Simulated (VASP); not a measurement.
# AlFe (Pm-3m) in VASP: a series of runs, part 2 of 2

VASP 6.6.1. Earlier steps stand in the parts before.

## Step 3: Single point, PBE, collinear spin, ferromagnetic start (volume scaled by 1.18)

Contents of INCAR:

```
SYSTEM = AlFe
ALGO = Normal
EDIFF = 1E-6
ENCUT = 520
GGA = PE
ISIF = 2
ISMEAR = -1
ISPIN = 2
LASPH = .True.
LCHARG = .False.
LMAXMIX = 4
LORBIT = 11
LREAL = .False.
LWAVE = .False.
MAGMOM = 0 3
NBANDS = 16
NELM = 150
PREC = Accurate
SIGMA = 0.1
```

Contents of KPOINTS:

```
k-points
0
Gamma
  11 11 11
  0 0 0
```

Contents of POSCAR:

```
AlFe
1.0
    3.0750604533      0.0000000000      0.0000000000
    0.0000000000      3.0750604533      0.0000000000
    0.0000000000      0.0000000000      3.0750604533
Al Fe
1 1
Direct
    0.0000000000      0.0000000000      0.0000000000
    0.5000000000      0.5000000000      0.5000000000
```

Potentials or basis: VASP PAW PBE potentials, release 64 (Al, Fe).

On the command line:

```bash
cat potpaw_PBE.64/Al/POTCAR potpaw_PBE.64/Fe/POTCAR > POTCAR
mpirun -np 1 vasp_std > vasp.out
```

OUTCAR:

```text
SYSTEM = AlFe
   EDIFF = 1E-6
   ENCUT = 520
   GGA = PE
   ISIF = 2
   ISMEAR = -1
   ISPIN = 2
   LASPH = .True.
   LORBIT = 11
   LREAL = .False.
   NELM = 150
   PREC = Accurate

 ion  position               nearest neighbor table
   1  0.000  0.000  0.000-   2 2.66   2 2.66   2 2.66   2 2.66   2 2.66   2 2.66   2 2.66   2 2.66

   2  0.500  0.500  0.500-   1 2.66   1 2.66   1 2.66   1 2.66   1 2.66   1 2.66   1 2.66   1 2.66

  LATTYP: Found a simple cubic cell.
 ALAT       =     3.0750604533

  Lattice vectors:

 A1 = (   3.0750604533,   0.0000000000,   0.0000000000)
 A2 = (   0.0000000000,   3.0750604533,   0.0000000000)
 A3 = (   0.0000000000,   0.0000000000,   3.0750604533)

Analysis of symmetry for initial positions (statically):
=====================================================================
 Subroutine PRICEL returns:
 Original cell was already a primitive cell.

 Routine SETGRP: Setting up the symmetry group for a
 simple cubic supercell.

 Subroutine GETGRP returns: Found 48 space group operations
[... 9 lines left out ...]

 Routine SETGRP: Setting up the symmetry group for a
 simple cubic supercell.

 Subroutine GETGRP returns: Found 48 space group operations
 (whereof 48 operations were pure point group operations)
[... 639 lines left out ...]
      5       7.0253      0.00384
      6       7.0253      0.00384
[... 435 lines left out ...]
      5       6.3702      0.72986
      6       6.9327      0.00965
[... 8 lines left out ...]
     15      23.2986      0.00000
     16      24.2756      0.00000

 [... further k-points ...]
[... 5 lines left out ...]
  --------------------------------------------------------------------------------------
  -------------------------------------------------------------------------------------
  Total       -3.0014281     -3.0014281     -3.0014281      0.0000000      0.0000000     -0.0000000
  in kB     -165.3779289   -165.3779289   -165.3779289      0.0000000      0.0000000     -0.0000000
  external PRESSURE =    -165.3779289 kB  Pullay stress =       0.0000000 kB

 VOLUME and BASIS-vectors are now :
 -----------------------------------------------------------------------------
  energy-cutoff  :      520.00
  volume of cell :       29.08
      direct lattice vectors                 reciprocal lattice vectors
     3.075060453  0.000000000  0.000000000     0.325196859  0.000000000  0.000000000
     0.000000000  3.075060453  0.000000000     0.000000000  0.325196859  0.000000000
     0.000000000  0.000000000  3.075060453     0.000000000  0.000000000  0.325196859

 POSITION                                       TOTAL-FORCE (eV/Angst)
 -----------------------------------------------------------------------------------
      0.00000      0.00000      0.00000         0.000000      0.000000      0.000000
      1.53753      1.53753      1.53753         0.000000      0.000000      0.000000
 -----------------------------------------------------------------------------------
    total drift:                                0.000000     -0.000000     -0.000000

  FREE ENERGIE OF THE ION-ELECTRON SYSTEM (eV)
  ---------------------------------------------------
  free  energy   TOTEN  =       -12.2623129198 eV

  energy  without entropy=      -12.1559983351  energy(sigma->0) =      -12.20915563

 total charge

# of ion       s       p       d       tot
------------------------------------------
    1        0.384   0.365   0.000   0.749
    2        0.378   0.375   6.293   7.046
--------------------------------------------------
tot          0.762   0.740   6.293   7.795

 magnetization (x)

# of ion       s       p       d       tot
------------------------------------------
    1       -0.019  -0.033   0.000  -0.051
    2        0.010   0.006   1.959   1.976
--------------------------------------------------
tot         -0.009  -0.026   1.959   1.925
```

stdout:

```text
POSCAR found type information on POSCAR AlFe
 POSCAR found :  2 types and       2 ions
 scaLAPACK will be used
 LDA part: xc-table for (Slater+PW92), standard interpolation
 POSCAR, INCAR and KPOINTS ok, starting setup
 FFT: planning ... GRIDC
 FFT: planning ... GRID_SOFT
 FFT: planning ... GRID
 WAVECAR not read
 entering main loop
```

Run time: 21 s. Hardware: 1 thread of Intel Xeon Platinum 8559C (Emerald Rapids), shared host; peak memory 0.16 GiB.

Results:

| Property | Result |
| --- | --- |
| Free energy | -12.2623 eV |
| Pressure | -16.5 GPa |
| Net moment | 1.84 μB per cell |
| Site moments | Al -0.05; Fe +1.98 μB |
| Valence electrons inside the program's atomic spheres | Al 0.75; Fe 7.05 |

## Step 4: Single point, PBE, collinear spin, ferromagnetic start (volume scaled by 1.18)

Contents of INCAR:

```
PREC = Accurate ; ENCUT = 520
EDIFF = 1E-6 ; ISMEAR = -1
SIGMA = 0.1 ; LREAL = F
LASPH = T ; NELM = 150
ALGO = Normal ; ISIF = 2
LWAVE = F ; LCHARG = T
ISPIN = 2 ; MAGMOM = 0 3
LORBIT = 11 ; LMAXMIX = 4
GGA = PE ; LELF = T
LVHAR = T ; NBANDS = 16
```

Contents of KPOINTS:

```
regular mesh
0
Gamma
  11 11 11
```

POSCAR is that of step 3.

Potentials or basis: VASP PAW PBE potentials, release 64 (Al, Fe).

On the command line:

```bash
cat potpaw_PBE.64/Al/POTCAR potpaw_PBE.64/Fe/POTCAR > POTCAR
mpirun -np 1 vasp_std > vasp.out
```

OUTCAR:

```text
PREC = Accurate
   ENCUT = 520
   EDIFF = 1E-6
   ISMEAR = -1
   LREAL = F
   LASPH = T
   NELM = 150
   ISIF = 2
   ISPIN = 2
   LORBIT = 11
   GGA = PE

 ion  position               nearest neighbor table
   1  0.000  0.000  0.000-   2 2.66   2 2.66   2 2.66   2 2.66   2 2.66   2 2.66   2 2.66   2 2.66

   2  0.500  0.500  0.500-   1 2.66   1 2.66   1 2.66   1 2.66   1 2.66   1 2.66   1 2.66   1 2.66

  LATTYP: Found a simple cubic cell.
 ALAT       =     3.0750604533

[... 1128 lines left out ...]
  in kB     -165.3779289   -165.3779289   -165.3779289      0.0000000      0.0000000     -0.0000000
  external PRESSURE =    -165.3779289 kB  Pullay stress =       0.0000000 kB

 VOLUME and BASIS-vectors are now :
 -----------------------------------------------------------------------------
  energy-cutoff  :      520.00
  volume of cell :       29.08
      direct lattice vectors                 reciprocal lattice vectors
     3.075060453  0.000000000  0.000000000     0.325196859  0.000000000  0.000000000
     0.000000000  3.075060453  0.000000000     0.000000000  0.325196859  0.000000000
     0.000000000  0.000000000  3.075060453     0.000000000  0.000000000  0.325196859

 POSITION                                       TOTAL-FORCE (eV/Angst)
 -----------------------------------------------------------------------------------
      0.00000      0.00000      0.00000         0.000000      0.000000      0.000000
      1.53753      1.53753      1.53753         0.000000      0.000000      0.000000
 -----------------------------------------------------------------------------------
    total drift:                                0.000000     -0.000000     -0.000000

  FREE ENERGIE OF THE ION-ELECTRON SYSTEM (eV)
  ---------------------------------------------------
  free  energy   TOTEN  =       -12.2623129198 eV

  energy  without entropy=      -12.1559983351  energy(sigma->0) =      -12.20915563

 total charge

# of ion       s       p       d       tot
------------------------------------------
    1        0.384   0.365   0.000   0.749
    2        0.378   0.375   6.293   7.046
--------------------------------------------------
tot          0.762   0.740   6.293   7.795

 magnetization (x)

# of ion       s       p       d       tot
------------------------------------------
    1       -0.019  -0.033   0.000  -0.051
    2        0.010   0.006   1.959   1.976
--------------------------------------------------
tot         -0.009  -0.026   1.959   1.925
```

OSZICAR:

```text
N       E                     dE             d eps       ncg     rms          rms(c)
DAV:   1     0.290088778399E+02    0.29009E+02   -0.44425E+03  3616   0.668E+02
DAV:   2    -0.124899967764E+02   -0.41499E+02   -0.36747E+02  4160   0.132E+02
DAV:   3    -0.138425883819E+02   -0.13526E+01   -0.13398E+01  4504   0.258E+01
DAV:   4    -0.138620151696E+02   -0.19427E-01   -0.19422E-01  4376   0.276E+00
DAV:   5    -0.138626942962E+02   -0.67913E-03   -0.67909E-03  4776   0.570E-01    0.120E+01
DAV:   6    -0.161550456471E+02   -0.22924E+01   -0.45170E+01  4232   0.708E+01    0.214E+01
DAV:   7    -0.122826035780E+02    0.38724E+01   -0.28580E+01  4392   0.465E+01    0.263E+00
DAV:   8    -0.122714823692E+02    0.11121E-01   -0.12667E-01  4264   0.224E+00    0.121E+00
DAV:   9    -0.122613597028E+02    0.10123E-01   -0.14719E-02  4936   0.115E+00    0.808E-01
DAV:  10    -0.122604354384E+02    0.92426E-03   -0.84897E-03  4456   0.714E-01    0.297E-01
DAV:  11    -0.122619874105E+02   -0.15520E-02   -0.31723E-03  5448   0.428E-01    0.313E-01
DAV:  12    -0.122622634132E+02   -0.27600E-03   -0.47093E-03  4888   0.550E-01    0.155E-01
DAV:  13    -0.122623098118E+02   -0.46399E-04   -0.33322E-04  4440   0.143E-01    0.539E-02
DAV:  14    -0.122623126210E+02   -0.28092E-05   -0.17141E-05  4728   0.303E-02    0.356E-02
DAV:  15    -0.122623126041E+02    0.16906E-07   -0.33256E-05  4512   0.462E-02    0.627E-03
DAV:  16    -0.122623129198E+02   -0.31573E-06   -0.84820E-07  2400   0.716E-03
   1 F= -.12262313E+02 E0= -.12209156E+02  d E =-.106315E+00  mag=     1.8389
```

It took 20 s on 1 thread of Intel Xeon Platinum 8559C (Emerald Rapids), shared host; peak memory 0.17 GiB.

Results:

* Free energy: -12.2623 eV
* Pressure: -16.5 GPa
* Net moment: 1.84 μB per cell
* Site moments: Al -0.05; Fe +1.98 μB
* Valence electrons inside the program's atomic spheres: Al 0.75; Fe 7.05
